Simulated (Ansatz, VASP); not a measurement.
**AlN: VASP beside Ansatz**

```
Al N
1.0
     3.09233    0.00000    0.00000
    -1.54617    2.67804    0.00000
     0.00000    0.00000    4.98100
Al N
2 2
Direct
  0.33333 0.66667 0.00061
  0.66667 0.33333 0.50061
  0.33333 0.66667 0.38139
  0.66667 0.33333 0.88139
```

Alike in both runs: task single point; functional HSE06; k mesh 6 × 6 × 4; occupations gaussian, width 0.03 eV; no spin polarisation.

```csv
,VASP,Ansatz
version,VASP 6.6.1,Ansatz 0.2.0
potentials or method,"VASP PAW PBE potentials, release 64 (Al, N)","scalar-relativistic, plane waves, PAW"
plane-wave cutoff (eV),520,420
valence electrons in the cell,16,16
```

```csv
,VASP,Ansatz,Ansatz less VASP
gap on the k mesh at the Fermi level (eV),5.70,5.71,+0.006
least direct gap on the mesh (eV),5.70,5.71,+0.006
```
